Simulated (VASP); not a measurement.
# Na (Im-3m) in VASP: a series of runs

Runs on Na. Level: r2SCAN. Tasks: single point.

Everything below comes from runs of VASP 6.6.1. Logs are shortened: lines on timing, memory, paths and dates and some standing lists are left out, and cuts for length are marked.

## Step 1: The cell of the first run

The structure is cubic, space group Im-3m (No. 229). The conventional cell has a = 3.432 Å, b = 3.432 Å, c = 3.432 Å, α = 90.00°, β = 90.00°, γ = 90.00°. Na (site symmetry m-3m) has 14 Na at 2.97 to 3.43 Å within 3.9 Å.

## Step 2: Single point, r2SCAN

Contents of POSCAR:

```
Na
1.0
   -1.7161777590      1.7161777590      1.7161777590
    1.7161777590     -1.7161777590      1.7161777590
    1.7161777590      1.7161777590     -1.7161777590
Na
1
Direct
    0.0000000000      0.0000000000      0.0000000000
```

Contents of INCAR.step1:

```
SYSTEM = Na
  ALGO = Normal
  EDIFF = 1E-5
  ENCUT = 550
  GGA = PE
  GGA_COMPAT = .FALSE.
  ISMEAR = -1
  LASPH = .TRUE.
  LCHARG = .FALSE.
  LREAL = .FALSE.
  LWAVE = .TRUE.
  NBANDS = 10
  NELM = 120
  PREC = Accurate
  SIGMA = 0.1
```

Contents of INCAR.step2:

```
SYSTEM = Na
  ALGO = Normal
  EDIFF = 1E-6
  ENCUT = 550
  GGA_COMPAT = .FALSE.
  ISIF = 2
  ISMEAR = -1
  ISTART = 1
  LASPH = .TRUE.
  LCHARG = .FALSE.
  LMIXTAU = .TRUE.
  LREAL = .FALSE.
  LWAVE = .FALSE.
  METAGGA = R2SCAN
  NBANDS = 10
  NELM = 120
  PREC = Accurate
  SIGMA = 0.1
```

Contents of KPOINTS:

```
k-points
0
G
  18 18 18
  0 0 0
```

Potentials or basis: VASP PAW PBE potentials, release 64 (Na_pv).

On the command line:

```console
> cat potpaw_PBE.64/Na_pv/POTCAR > POTCAR
> cp INCAR.step1 INCAR
> mpirun -np 1 vasp_std > vasp.out
> cp INCAR.step2 INCAR
> mpirun -np 1 vasp_std > vasp.out
```

OUTCAR:

```text
SYSTEM = Na
   EDIFF = 1E-6
   ENCUT = 550
   ISIF = 2
   ISMEAR = -1
   ISTART = 1
   LASPH = .TRUE.
   LREAL = .FALSE.
   METAGGA = R2SCAN
   NELM = 120
   PREC = Accurate

 ion  position               nearest neighbor table
   1  0.000  0.000  0.000-

  LATTYP: Found a body centered cubic cell.
 ALAT       =     3.4323555180

  Lattice vectors:

 A1 = (  -1.7161777590,   1.7161777590,   1.7161777590)
 A2 = (   1.7161777590,  -1.7161777590,   1.7161777590)
 A3 = (   1.7161777590,   1.7161777590,  -1.7161777590)

Analysis of symmetry for initial positions (statically):
=====================================================================
 Subroutine PRICEL returns:
 Original cell was already a primitive cell.

 Routine SETGRP: Setting up the symmetry group for a
 body centered cubic supercell.

 Subroutine GETGRP returns: Found 48 space group operations
 (whereof 48 operations were pure point group operations)
 out of a pool of 48 trial point group operations.

The static configuration has the point symmetry O_h .

Analysis of symmetry for dynamics (positions and initial velocities):
=====================================================================
 Subroutine PRICEL returns:
 Original cell was already a primitive cell.

 Routine SETGRP: Setting up the symmetry group for a
 body centered cubic supercell.

 Subroutine GETGRP returns: Found 48 space group operations
 (whereof 48 operations were pure point group operations)
 out of a pool of 48 trial point group operations.

The dynamic configuration has the point symmetry O_h .

 Subroutine INISYM returns: Found 48 space group operations
 (whereof 48 operations are pure point group operations),
 and found     1 'primitive' translations

----------------------------------------------------------------------------------------

                                     Primitive cell

  volume of cell :      20.2184

  direct lattice vectors                    reciprocal lattice vectors
    -1.716177759  1.716177759  1.716177759     0.000000000  0.291345111  0.291345111
     1.716177759 -1.716177759  1.716177759     0.291345111  0.000000000  0.291345111
     1.716177759  1.716177759 -1.716177759     0.291345111  0.291345111  0.000000000

  length of vectors
     2.972507073  2.972507073  2.972507073     0.412024208  0.412024208  0.412024208

  position of ions in fractional coordinates (direct lattice)
     0.000000000  0.000000000  0.000000000

  ion indices of the primitive-cell ions
   primitive index   ion index
                 1           1

----------------------------------------------------------------------------------------

 KPOINTS: k-points

Automatic generation of k-mesh.
 Grid dimensions read from file:
 generate k-points for:   18   18   18

 Generating k-lattice:

  Cartesian coordinates                     Fractional coordinates (reciprocal lattice)
     0.000000000  0.016185840  0.016185840     0.055555556  0.000000000  0.000000000
     0.016185840  0.000000000  0.016185840     0.000000000  0.055555556  0.000000000
     0.016185840  0.016185840  0.000000000     0.000000000  0.000000000  0.055555556

  Length of vectors
     0.022890234  0.022890234  0.022890234

  Shift w.r.t. Gamma in fractional coordinates (k-lattice)
     0.000000000  0.000000000  0.000000000

 Subroutine IBZKPT returns following result:
 ===========================================

 Found    195 irreducible k-points:

 Following reciprocal coordinates:
            Coordinates               Weight
  0.000000  0.000000  0.000000      1.000000
  0.055556  0.000000  0.000000     12.000000
  0.111111  0.000000  0.000000     12.000000
  0.166667  0.000000  0.000000     12.000000
  0.222222  0.000000  0.000000     12.000000
  0.277778  0.000000  0.000000     12.000000
[... 16 lines left out ...]
  0.333333  0.111111  0.000000     48.000000
  0.388889  0.111111 -0.000000     48.000000
 [... further k-points ...]
   k-points           NKPTS =    195   k-points in BZ     NKDIM =    195   number of bands    NBANDS=     10
   number of dos      NEDOS =    301   number of ions     NIONS =      1
   total plane-waves  NPLWV =  13824
   dimension x,y,z NGX =    24 NGY =   24 NGZ =   24
   dimension x,y,z NGXF=    48 NGYF=   48 NGZF=   48
   ions per type =               1
   NGX,Y,Z   is equivalent  to a cutoff of  13.42, 13.42, 13.42 a.u.
   NGXF,Y,Z  is equivalent  to a cutoff of  26.85, 26.85, 26.85 a.u.
 SYSTEM =  Na
   PREC   = accura    normal or accurate (medium, high low for compatibility)
   ISTART =      1    job   : 0-new  1-cont  2-samecut
   ICHARG =      0    charge: 1-file 2-atom 10-const
   ISPIN  =      1    spin polarized calculation?
   LNONCOLLINEAR =      F non collinear calculations
   LSORBIT =      F    spin-orbit coupling
   LASPH  =      T    aspherical Exc in radial PAW
   ENCUT  =  550.0 eV  40.42 Ry    6.36 a.u.   5.68  5.68  5.68*2*pi/ulx,y,z
   NELM   =    120;   NELMIN=  2; NELMDL=  0     # of ELM steps
   EDIFF  = 0.1E-05   stopping-criterion for ELM
   LREAL  =      F    real-space projection
   EDIFFG = 0.1E-04   stopping-criterion for IOM
   NSW    =      0    number of steps for IOM
   IBRION =     -1    ionic relax: 0-MD 1-quasi-New 2-CG
   NFREE  =      0    steps in history (QN), initial steepest desc. (CG)
   ISIF   =      2    stress and relaxation
   ISYM   =      2    0-nonsym 1-usesym 2-fastsym
   POTIM  = 0.5000    time-step for ionic-motion
   TEBEG  =    0.0;   TEEND  =   0.0 temperature during run
   PSTRESS=    0.0 pullay stress
   NELECT =       7.0000    total number of electrons
   NUPDOWN=      -1.0000    fix difference up-down
   EMIN   =  10.00;   EMAX   =-10.00  energy-range for DOS
   EFERMI =   0.00;   METHOD = LEGACY
   ISMEAR =    -1;   SIGMA  =   0.10  broadening in eV -4-tet -1-fermi 0-gaus
   EFERMI_NEDOS =   21; number of points for ismear=-14 and -15
   IALGO  =     38    algorithm
   IMIX   =      4    mixing-type and parameters
     AMIX     =   0.40;   BMIX     =  1.00
     AMIX_MAG =   1.60;   BMIX_MAG =  1.00
  volume/ion in A,a.u.               =      20.22       136.44
  Fermi-wavevector in a.u.,A,eV,Ry     =   1.149543  2.172321 17.979409  1.321449
  Thomas-Fermi vector in A             =   2.286212
   LORBIT       =      0    0 simple, 1 ext, 2 COOP (PROOUT), +10 PAW based schemes
   METAGGA = R2SCAN    functional components
   LHFCALC =     F    Hartree Fock is set to
   AEXX    =    0.0000 exact exchange contribution
   IVDW    =     0    specifies the selected vdW correction
   LEPSILON=     F    determine dielectric tensor
   LRPA    =     F    only Hartree local field effects (RPA)
 non-spin polarized calculation
  energy-cutoff  :      550.00
  volume of cell :       20.22
 maximum number of plane-waves:       610
   NGX = 11   NGY = 11   NGZ = 11

 number of electron       7.0000008 magnetization

 Free energy of the ion-electron system (eV)
  ---------------------------------------------------
  ext. energy  EPLUGINS =         0.00000000
  ---------------------------------------------------
  free energy    TOTEN  =        -3.06841167 eV

  energy without entropy =       -3.05798501  energy(sigma->0) =       -3.06319834

 E-fermi :   2.8543     XC(G=0):  -8.9395

 val. band max:        2.7646936766   @ k =   0.2778   0.2222   0.0000
 cond. band min:       2.9092679835   @ k =  -0.3333   0.3889   0.2222
 fundamental gap:      0.1445743069
 Fermi energy:         2.8543056024

 k-point     1 :       0.0000    0.0000    0.0000
  band No.  band energies     occupation
      1     -23.0291      2.00000
      2     -23.0291      2.00000
      3     -23.0291      2.00000
      4      -2.2127      2.00000
      5      19.7144      0.00000
      6      19.7144      0.00000
      7      19.7144      0.00000
      8      21.4196      0.00000
      9      21.4196      0.00000
     10      22.3209      0.00000

 k-point     2 :       0.0556    0.0000    0.0000
  band No.  band energies     occupation
      1     -23.0372      2.00000
      2     -23.0314      2.00000
      3     -23.0292      2.00000
      4      -2.1237      2.00000
      5      18.7180      0.00000
      6      19.1155      0.00000
      7      19.6506      0.00000
      8      20.6817      0.00000
      9      20.7490      0.00000
     10      23.0806      0.00000

 k-point     3 :       0.1111    0.0000    0.0000
  band No.  band energies     occupation
      1     -23.0603      2.00000
      2     -23.0378      2.00000
      3     -23.0295      2.00000
      4      -1.8584      2.00000
      5      16.6766      0.00000
      6      18.0832      0.00000
      7      19.4811      0.00000
      8      19.8779      0.00000
      9      20.6192      0.00000
     10      24.1318      0.00000

 k-point     4 :       0.1667    0.0000    0.0000
  band No.  band energies     occupation
      1     -23.0954      2.00000
      2     -23.0477      2.00000
      3     -23.0299      2.00000
      4      -1.4218      2.00000
      5      14.5965      0.00000
      6      17.0862      0.00000
      7      19.1068      0.00000
      8      19.2541      0.00000
      9      20.6658      0.00000
     10      25.0289      0.00000

 k-point     5 :       0.2222    0.0000    0.0000
  band No.  band energies     occupation
      1     -23.1378      2.00000
      2     -23.0598      2.00000
      3     -23.0303      2.00000
      4      -0.8215      2.00000
      5      12.6113      0.00000
      6      16.2141      0.00000
      7      18.4593      0.00000
      8      19.0156      0.00000
      9      20.6328      0.00000
     10      25.3003      0.00000

 k-point     6 :       0.2778    0.0000    0.0000
  band No.  band energies     occupation
      1     -23.1822      2.00000
      2     -23.0727      2.00000
      3     -23.0308      2.00000
      4      -0.0673      2.00000
      5      10.7417      0.00000
      6      15.4903      0.00000
      7      17.9376      0.00000
      8      18.7973      0.00000
      9      20.4528      0.00000
     10      25.5539      0.00000
[... 183 lines left out ...]
 k-point    21 :       0.2222    0.1111    0.0000
  band No.  band energies     occupation
      1     -23.1878      2.00000
      2     -23.0755      2.00000
      3     -23.0401      2.00000
      4       0.1798      2.00000
      5      10.8129      0.00000
      6      13.6324      0.00000
      7      18.0472      0.00000
      8      19.0516      0.00000
      9      21.9660      0.00000
     10      24.4042      0.00000

 k-point    22 :       0.2778    0.1111    0.0000
  band No.  band energies     occupation
      1     -23.2225      2.00000
      2     -23.0902      2.00000
      3     -23.0410      2.00000
      4       1.0693      2.00000
      5       9.1261      0.00000
      6      13.0895      0.00000
      7      17.6792      0.00000
      8      18.7503      0.00000
      9      22.0996      0.00000
     10      24.4166      0.00000

 k-point    23 :       0.3333    0.1111    0.0000
  band No.  band energies     occupation
      1     -23.2502      2.00000
      2     -23.1024      2.00000
      3     -23.0417      2.00000
      4       2.0856      1.99908
      5       7.5396      0.00000
      6      12.7067      0.00000
      7      17.3890      0.00000
      8      18.5168      0.00000
      9      22.0987      0.00000
     10      24.7026      0.00000

 k-point    24 :       0.3889    0.1111   -0.0000
  band No.  band energies     occupation
      1     -23.2680      2.00000
      2     -23.1104      2.00000
      3     -23.0421      2.00000
      4       3.1946      0.06439
      5       6.0895      0.00000
      6      12.4780      0.00000
      7      17.2028      0.00000
      8      18.3729      0.00000
      9      22.0454      0.00000
     10      25.0565      0.00000

 [... further k-points ...]

------------------------ aborting loop because EDIFF is reached ----------------------------------------

  FORCE on cell =-STRESS in cart. coord.  units (eV):
  Direction    XX          YY          ZZ          XY          YZ          ZX
  --------------------------------------------------------------------------------------
  -------------------------------------------------------------------------------------
  Total        1.8894595      1.8894595      1.8894595     -0.0000000     -0.0000000      0.0000000
  in kB      149.7274325    149.7274325    149.7274325     -0.0000000     -0.0000000      0.0000000
  external PRESSURE =     149.7274325 kB  Pullay stress =       0.0000000 kB

 VOLUME and BASIS-vectors are now :
 -----------------------------------------------------------------------------
  energy-cutoff  :      550.00
  volume of cell :       20.22
      direct lattice vectors                 reciprocal lattice vectors
    -1.716177759  1.716177759  1.716177759     0.000000000  0.291345111  0.291345111
     1.716177759 -1.716177759  1.716177759     0.291345111  0.000000000  0.291345111
     1.716177759  1.716177759 -1.716177759     0.291345111  0.291345111  0.000000000

 POSITION                                       TOTAL-FORCE (eV/Angst)
 -----------------------------------------------------------------------------------
      0.00000      0.00000      0.00000        -0.000000      0.000000      0.000000
 -----------------------------------------------------------------------------------
    total drift:                               -0.000000      0.000000      0.000000

  FREE ENERGIE OF THE ION-ELECTRON SYSTEM (eV)
  ---------------------------------------------------
  free  energy   TOTEN  =        -3.0684116697 eV

  energy  without entropy=       -3.0579850073  energy(sigma->0) =       -3.06319834
```

Wall time 3.1 min (1 thread of Oxide Virtual Turin-like, shared host); peak memory 0.12 GiB.

What came out:

| Quantity | Value |
| --- | --- |
| Free energy | -3.0684 eV |
| Pressure | 15.0 GPa |
| Band gap on the k mesh | zero (an odd number of electrons rules out a gap without spin polarisation) |

Levels at points of the mesh, in eV from the Fermi level:
```tsv
k point	band 1	band 2	band 3	band 4	band 5	band 6	band 7
(0.00, 0.00, 0.00)	-25.88	-25.88	-25.88	-5.07	16.86	16.86	16.86
(0.50, 0.00, 0.00)	-26.14	-25.96	-25.89	0.98	2.06	11.34	14.18
(0.50, 0.50, 0.50)	-26.05	-26.05	-26.05	5.44	5.44	8.07	8.07
```

Caveat: the cell stands under pressure; the PAW data sets were made with another functional, which shifts forces and pressure a little.

## Step 3: Single point, r2SCAN

This run uses another cell than the first one, of 22.60 Å³/atom.

Contents of POSCAR:

```
Na
1.0
   -1.7810098115      1.7810098115      1.7810098115
    1.7810098115     -1.7810098115      1.7810098115
    1.7810098115      1.7810098115     -1.7810098115
Na
1
Direct
    0.0000000000      0.0000000000      0.0000000000
```

Contents of INCAR.step1:

```
SYSTEM = Na
ALGO     = Normal         ! electronic algorithm
EDIFF    = 1E-5           ! SCF threshold, eV
ENCUT    = 550            ! plane-wave cutoff, eV
GGA      = PE             ! functional
GGA_COMPAT= .FALSE.      
ISMEAR   = -1             ! smearing method
LASPH    = .TRUE.         ! aspherical terms in the spheres
LCHARG   = .FALSE.        ! write CHGCAR
LREAL    = .FALSE.        ! projectors in reciprocal space
LWAVE    = .TRUE.         ! write WAVECAR
NBANDS   = 10             ! bands
NELM     = 120            ! most SCF steps
PREC     = Accurate       ! precision mode
SIGMA    = 0.1            ! smearing width, eV
```

Contents of INCAR.step2:

```
SYSTEM = Na
ALGO     = Normal         ! electronic algorithm
EDIFF    = 1E-6           ! SCF threshold, eV
ENCUT    = 550            ! plane-wave cutoff, eV
GGA_COMPAT= .FALSE.      
ISIF     = 2              ! what is computed and relaxed
ISMEAR   = -1             ! smearing method
ISTART   = 1            
LASPH    = .TRUE.         ! aspherical terms in the spheres
LCHARG   = .TRUE.         ! write CHGCAR
LELF     = .TRUE.         ! ELF
LMIXTAU  = .TRUE.       
LREAL    = .FALSE.        ! projectors in reciprocal space
LVHAR    = .TRUE.       
LWAVE    = .FALSE.        ! write WAVECAR
METAGGA  = R2SCAN         ! meta-GGA
NBANDS   = 10             ! bands
NELM     = 120            ! most SCF steps
PREC     = Accurate       ! precision mode
SIGMA    = 0.1            ! smearing width, eV
```

KPOINTS is that of step 2.

Potentials or basis: VASP PAW PBE potentials, release 64 (Na_pv).

On the command line:

```console
> cat potpaw_PBE.64/Na_pv/POTCAR > POTCAR
> cp INCAR.step1 INCAR
> mpirun -np 1 vasp_std > vasp.out
> cp INCAR.step2 INCAR
> mpirun -np 1 vasp_std > vasp.out
```

Run time: 3.9 min. Hardware: 1 thread of Oxide Virtual Turin-like, shared host; peak memory 0.13 GiB.

Results (log left out):

```yaml
Free_energy: -3.2513 eV
Pressure: 10.2 GPa
Band_gap_on_the_k_mesh: zero (an odd number of electrons rules out a gap without spin polarisation)
```

Levels at points of the mesh, in eV from the Fermi level:
| k point | band 1 | band 2 | band 3 | band 4 | band 5 | band 6 | band 7 |
| --- | --- | --- | --- | --- | --- | --- | --- |
| (0.00, 0.00, 0.00) | -25.83 | -25.83 | -25.83 | -4.73 | 15.97 | 15.97 | 15.97 |
| (0.50, 0.00, 0.00) | -26.01 | -25.88 | -25.83 | 0.92 | 1.96 | 10.83 | 13.34 |
| (0.50, 0.50, 0.50) | -25.95 | -25.95 | -25.95 | 5.35 | 5.35 | 7.47 | 7.47 |

Caveat: the cell stands under pressure; the PAW data sets were made with another functional, which shifts forces and pressure a little.

The gap in the log of VASP goes by the Fermi energy; the results here count the filled bands.